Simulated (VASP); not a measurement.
A run of VASP 6.6.1 is set up as follows.

The input INCAR:

```
ALGO = Fast
EDIFF = 1E-7
ENCUT = 520
GGA = PE
ISIF = 2
ISMEAR = 0
LASPH = T
LCHARG = F
LREAL = F
LWAVE = F
NBANDS = 22
NELM = 80
PREC = Accurate
SIGMA = 0.1
```

The input KPOINTS:

```
k-points
0
Gamma
  14 14 8
```

The input POSCAR:

```
Bi
1.0
    3.1297611067      0.0000000000     -0.0647675249
    0.0000000000      3.0649425889      0.0000000000
   -0.2066341984      0.0000000000      6.2931643548
Bi
2
Direct
    0.4805388267      0.0000000000      0.2873175070
    0.5194611733      0.0000000000      0.7126824930
```

Potentials or basis: VASP PAW PBE potentials, release 64 (Bi_d).

Command:

```sh
$ cat potpaw_PBE.64/Bi_d/POTCAR > POTCAR
$ mpirun -np 1 vasp_std > vasp.out
```

(1) Predict the largest force.

(2) Predict the band gap on the k mesh.

Answers

(1) 3.581 eV/Å.

(2) zero (bands 15 and 16 overlap by 5.56 eV).

Caveat: the cell differs from its parent crystal (strained); spin-orbit coupling is left out, which moves the levels of the heavy elements; forces of over 1 eV/Å act on the atoms, so gaps and moduli don't describe the material at rest.
